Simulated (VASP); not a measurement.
# PbSe (Clausthalite) (Fm-3m) in VASP: single point with PBEsol

Aim: the single point of PbSe (Clausthalite) with PBEsol.

Everything below comes from runs of VASP 6.6.1. Logs are shortened: lines on timing, memory, paths and dates and some standing lists are left out, and cuts for length are marked.

**1. The cell of the first run**

It takes space group Fm-3m (No. 225, cubic). The conventional cell has a = 6.121 Å, b = 6.121 Å, c = 6.121 Å, α = 90.00°, β = 90.00°, γ = 90.00°. Pb (site symmetry m-3m) has 6 Se at 3.06 Å within 4.0 Å. Se (site symmetry m-3m) has 6 Pb at 3.06 Å within 4.0 Å.

**2. Single point, PBEsol**

Contents of INCAR:

```
PREC = Accurate
ENCUT = 500
EDIFF = 1E-6
ISMEAR = 0
SIGMA = 0.01
LREAL = F
LASPH = T
NELM = 120
ALGO = Normal
ISIF = 2
LWAVE = F
LCHARG = F
GGA = PS
NBANDS = 17
GGA_COMPAT = F
```

Contents of KPOINTS:

```
Automatic mesh
0
Gamma
  4 4 4
```

Contents of POSCAR:

```
PbSe
1.0
    0.0000000000      3.0606500000      3.0606500000
    3.0606500000      0.0000000000      3.0606500000
    3.0606500000      3.0606500000      0.0000000000
Pb Se
1 1
Direct
    0.0000000000      0.0000000000      0.0000000000
    0.5000000000      0.5000000000      0.5000000000
```

Potentials or basis: VASP PAW PBE potentials, release 64 (Pb_d, Se).

Launch:

```bash
> cat potpaw_PBE.64/Pb_d/POTCAR potpaw_PBE.64/Se/POTCAR > POTCAR
> mpirun -np 1 vasp_std > vasp.out
```

OUTCAR:

```text
PREC = Accurate
   ENCUT = 500
   EDIFF = 1E-6
   ISMEAR = 0
   LREAL = F
   LASPH = T
   NELM = 120
   ISIF = 2
   GGA = PS

 ion  position               nearest neighbor table
   1  0.000  0.000  0.000-   2 3.06   2 3.06   2 3.06   2 3.06   2 3.06   2 3.06
   2  0.500  0.500  0.500-   1 3.06   1 3.06   1 3.06   1 3.06   1 3.06   1 3.06

  LATTYP: Found a face centered cubic cell.
 ALAT       =     6.1213000000

  Lattice vectors:

 A1 = (   0.0000000000,   3.0606500000,   3.0606500000)
 A2 = (   3.0606500000,   0.0000000000,   3.0606500000)
 A3 = (   3.0606500000,   3.0606500000,   0.0000000000)

Analysis of symmetry for initial positions (statically):
=====================================================================
 Subroutine PRICEL returns:
 Original cell was already a primitive cell.

 Routine SETGRP: Setting up the symmetry group for a
 face centered cubic supercell.

 Subroutine GETGRP returns: Found 48 space group operations
 (whereof 48 operations were pure point group operations)
 out of a pool of 48 trial point group operations.

The static configuration has the point symmetry O_h .

Analysis of symmetry for dynamics (positions and initial velocities):
=====================================================================
 Subroutine PRICEL returns:
 Original cell was already a primitive cell.

 Routine SETGRP: Setting up the symmetry group for a
 face centered cubic supercell.

 Subroutine GETGRP returns: Found 48 space group operations
 (whereof 48 operations were pure point group operations)
 out of a pool of 48 trial point group operations.

The dynamic configuration has the point symmetry O_h .

 Subroutine INISYM returns: Found 48 space group operations
 (whereof 48 operations are pure point group operations),
 and found     1 'primitive' translations

----------------------------------------------------------------------------------------

                                     Primitive cell

  volume of cell :      57.3418

  direct lattice vectors                    reciprocal lattice vectors
     0.000000000  3.060650000  3.060650000    -0.163363991  0.163363991  0.163363991
     3.060650000  0.000000000  3.060650000     0.163363991 -0.163363991  0.163363991
     3.060650000  3.060650000  0.000000000     0.163363991  0.163363991 -0.163363991

  length of vectors
     4.328412740  4.328412740  4.328412740     0.282954733  0.282954733  0.282954733

  position of ions in fractional coordinates (direct lattice)
     0.000000000  0.000000000  0.000000000
     0.500000000  0.500000000  0.500000000

  ion indices of the primitive-cell ions
   primitive index   ion index
                 1           1
                 2           2

----------------------------------------------------------------------------------------

 KPOINTS: Automatic mesh

Automatic generation of k-mesh.
 Grid dimensions read from file:
 generate k-points for:    4    4    4

 Generating k-lattice:

  Cartesian coordinates                     Fractional coordinates (reciprocal lattice)
    -0.040840998  0.040840998  0.040840998     0.250000000  0.000000000  0.000000000
     0.040840998 -0.040840998  0.040840998     0.000000000  0.250000000  0.000000000
     0.040840998  0.040840998 -0.040840998     0.000000000  0.000000000  0.250000000

  Length of vectors
     0.070738683  0.070738683  0.070738683

  Shift w.r.t. Gamma in fractional coordinates (k-lattice)
     0.000000000  0.000000000  0.000000000

 Subroutine IBZKPT returns following result:
 ===========================================

 Found      8 irreducible k-points:

 Following reciprocal coordinates:
            Coordinates               Weight
  0.000000  0.000000  0.000000      1.000000
  0.250000  0.000000  0.000000      8.000000
  0.500000  0.000000  0.000000      4.000000
  0.250000  0.250000  0.000000      6.000000
  0.500000  0.250000  0.000000     24.000000
 -0.250000  0.250000  0.000000     12.000000
  0.500000  0.500000  0.000000      3.000000
 -0.250000  0.500000  0.250000      6.000000
   k-points           NKPTS =      8   k-points in BZ     NKDIM =      8   number of bands    NBANDS=     17
   number of dos      NEDOS =    301   number of ions     NIONS =      2
   total plane-waves  NPLWV =  32768
   dimension x,y,z NGX =    32 NGY =   32 NGZ =   32
   dimension x,y,z NGXF=    64 NGYF=   64 NGZF=   64
   ions per type =               1   1
   NGX,Y,Z   is equivalent  to a cutoff of  12.29, 12.29, 12.29 a.u.
   NGXF,Y,Z  is equivalent  to a cutoff of  24.58, 24.58, 24.58 a.u.
 SYSTEM =  unknown system
   PREC   = accura    normal or accurate (medium, high low for compatibility)
   ISTART =      0    job   : 0-new  1-cont  2-samecut
   ICHARG =      2    charge: 1-file 2-atom 10-const
   ISPIN  =      1    spin polarized calculation?
   LNONCOLLINEAR =      F non collinear calculations
   LSORBIT =      F    spin-orbit coupling
   LASPH  =      T    aspherical Exc in radial PAW
   ENCUT  =  500.0 eV  36.75 Ry    6.06 a.u.   7.89  7.89  7.89*2*pi/ulx,y,z
   NELM   =    120;   NELMIN=  2; NELMDL= -5     # of ELM steps
   EDIFF  = 0.1E-05   stopping-criterion for ELM
   LREAL  =      F    real-space projection
   EDIFFG = 0.1E-04   stopping-criterion for IOM
   NSW    =      0    number of steps for IOM
   IBRION =     -1    ionic relax: 0-MD 1-quasi-New 2-CG
   NFREE  =      0    steps in history (QN), initial steepest desc. (CG)
   ISIF   =      2    stress and relaxation
   ISYM   =      2    0-nonsym 1-usesym 2-fastsym
   POTIM  = 0.5000    time-step for ionic-motion
   TEBEG  =    0.0;   TEEND  =   0.0 temperature during run
   PSTRESS=    0.0 pullay stress
   NELECT =      20.0000    total number of electrons
   NUPDOWN=      -1.0000    fix difference up-down
   EMIN   =  10.00;   EMAX   =-10.00  energy-range for DOS
   EFERMI =   0.00;   METHOD = LEGACY
   ISMEAR =     0;   SIGMA  =   0.01  broadening in eV -4-tet -1-fermi 0-gaus
   EFERMI_NEDOS =   21; number of points for ismear=-14 and -15
   IALGO  =     38    algorithm
   IMIX   =      4    mixing-type and parameters
     AMIX     =   0.40;   BMIX     =  1.00
     AMIX_MAG =   1.60;   BMIX_MAG =  1.00
  volume/ion in A,a.u.               =      28.67       193.48
  Fermi-wavevector in a.u.,A,eV,Ry     =   1.152377  2.177676 18.068159  1.327972
  Thomas-Fermi vector in A             =   2.289028
   LORBIT       =      0    0 simple, 1 ext, 2 COOP (PROOUT), +10 PAW based schemes
   GGA     = PS    functional components
   LHFCALC =     F    Hartree Fock is set to
   AEXX    =    0.0000 exact exchange contribution
   IVDW    =     0    specifies the selected vdW correction
   LEPSILON=     F    determine dielectric tensor
   LRPA    =     F    only Hartree local field effects (RPA)
 non-spin polarized calculation
 Gauss-broadening in eV      SIGMA  =   0.01
  energy-cutoff  :      500.00
  volume of cell :       57.34
 maximum number of plane-waves:      1475
   NGX = 15   NGY = 15   NGZ = 15

 number of electron      20.0000000 magnetization

 Free energy of the ion-electron system (eV)
  ---------------------------------------------------
  ext. energy  EPLUGINS =         0.00000000
  ---------------------------------------------------
  free energy    TOTEN  =        -8.90764479 eV

  energy without entropy =       -8.90764479  energy(sigma->0) =       -8.90764479

 E-fermi :   4.9768     XC(G=0):  -9.7220

 val. band max:        4.9057052008   @ k =   0.5000   0.0000   0.0000
 cond. band min:       5.1096510256   @ k =   0.5000   0.0000   0.0000
 fundamental gap:      0.2039458248
 Fermi energy:         4.9767845892

 k-point     1 :       0.0000    0.0000    0.0000
  band No.  band energies     occupation
      1     -11.8374      2.00000
      2     -11.8374      2.00000
      3     -11.8374      2.00000
      4     -11.8362      2.00000
      5     -11.8362      2.00000
      6      -8.7003      2.00000
[... 9 lines left out ...]
     16      11.3572      0.00000
     17      12.9062      0.00000

 k-point     2 :       0.2500    0.0000    0.0000
  band No.  band energies     occupation
      1     -11.8488      2.00000
      2     -11.8488      2.00000
      3     -11.8357      2.00000
      4     -11.8203      2.00000
      5     -11.8203      2.00000
      6      -8.2536      2.00000
[... 9 lines left out ...]
     16      12.5714      0.00000
     17      15.9834      0.00000

 k-point     3 :       0.5000    0.0000    0.0000
  band No.  band energies     occupation
      1     -11.8613      2.00000
      2     -11.8613      2.00000
      3     -11.8346      2.00000
      4     -11.8034      2.00000
      5     -11.8034      2.00000
      6      -7.6238      2.00000
[... 9 lines left out ...]
     16      15.0340      0.00000
     17      15.0340      0.00000

 k-point     4 :       0.2500    0.2500    0.0000
  band No.  band energies     occupation
      1     -11.8858      2.00000
      2     -11.8467      2.00000
      3     -11.8265      2.00000
      4     -11.8152      2.00000
      5     -11.8152      2.00000
      6      -8.0863      2.00000
[... 9 lines left out ...]
     16      14.4509      0.00000
     17      14.4516      0.00000

 k-point     5 :       0.5000    0.2500    0.0000
  band No.  band energies     occupation
      1     -11.9123      2.00000
      2     -11.8385      2.00000
      3     -11.8375      2.00000
      4     -11.8083      2.00000
      5     -11.7991      2.00000
      6      -7.4485      2.00000
[... 9 lines left out ...]
     16      15.5769      0.00000
     17      16.1711      0.00000

 k-point     6 :      -0.2500    0.2500    0.0000
  band No.  band energies     occupation
      1     -11.8760      2.00000
      2     -11.8509      2.00000
      3     -11.8265      2.00000
      4     -11.8154      2.00000
      5     -11.8134      2.00000
      6      -7.6718      2.00000
[... 9 lines left out ...]
     16      14.3328      0.00000
     17      15.2187      0.00000

 k-point     7 :       0.5000    0.5000    0.0000
  band No.  band energies     occupation
      1     -11.9683      2.00000
      2     -11.8561      2.00000
      3     -11.8166      2.00000
      4     -11.7915      2.00000
      5     -11.7915      2.00000
      6      -7.2473      2.00000
[... 9 lines left out ...]
     16      16.4605      0.00000
     17      17.5399      0.00000

 k-point     8 :      -0.2500    0.5000    0.2500
  band No.  band energies     occupation
      1     -11.9310      2.00000
      2     -11.8365      2.00000
      3     -11.8248      2.00000
      4     -11.8248      2.00000
      5     -11.7915      2.00000
      6      -7.2179      2.00000
[... 9 lines left out ...]
     16      16.6636      0.00000
     17      17.5395      0.00000

------------------------ aborting loop because EDIFF is reached ----------------------------------------

  FORCE on cell =-STRESS in cart. coord.  units (eV):
  Direction    XX          YY          ZZ          XY          YZ          ZX
  --------------------------------------------------------------------------------------
  -------------------------------------------------------------------------------------
  Total       -0.1774367     -0.1774367     -0.1774367     -0.0000000      0.0000000     -0.0000000
  in kB       -4.9577314     -4.9577314     -4.9577314     -0.0000000      0.0000000     -0.0000000
  external PRESSURE =      -4.9577314 kB  Pullay stress =       0.0000000 kB

 VOLUME and BASIS-vectors are now :
 -----------------------------------------------------------------------------
  energy-cutoff  :      500.00
  volume of cell :       57.34
      direct lattice vectors                 reciprocal lattice vectors
     0.000000000  3.060650000  3.060650000    -0.163363991  0.163363991  0.163363991
     3.060650000  0.000000000  3.060650000     0.163363991 -0.163363991  0.163363991
     3.060650000  3.060650000  0.000000000     0.163363991  0.163363991 -0.163363991

 POSITION                                       TOTAL-FORCE (eV/Angst)
 -----------------------------------------------------------------------------------
      0.00000      0.00000      0.00000         0.000000      0.000000     -0.000000
      3.06065      3.06065      3.06065        -0.000000      0.000000      0.000000
 -----------------------------------------------------------------------------------
    total drift:                                0.000000     -0.000000     -0.000000

  FREE ENERGIE OF THE ION-ELECTRON SYSTEM (eV)
  ---------------------------------------------------
  free  energy   TOTEN  =        -8.9076447944 eV

  energy  without entropy=       -8.9076447944  energy(sigma->0) =       -8.90764479
```

Run time: 14 s. Hardware: 1 thread of Intel Xeon 8259CL, shared host; peak memory 0.17 GiB.

Results:

| Quantity | Value |
| --- | --- |
| Free energy | -8.9076 eV |
| Pressure | -0.5 GPa |
| Band gap on the k mesh | 0.20 eV, direct |

Levels at points of the mesh, in eV from the valence-band top:
```csv
k point,band 8,band 9,band 10,band 11,band 12,band 13
"(0.00, 0.00, 0.00)",-1.87,-1.87,-1.87,4.68,4.68,4.68
"(0.50, 0.00, 0.00)",-1.46,-1.46,0.00,0.20,1.65,1.65
"(0.50, 0.50, 0.00)",-5.02,-3.24,-3.24,3.58,5.59,5.59
```

Caveat: the k points lie up to 0.44 Å⁻¹ apart; the PAW data sets were made with another functional, which shifts forces and pressure a little; spin-orbit coupling is left out, which moves the levels of the heavy elements.
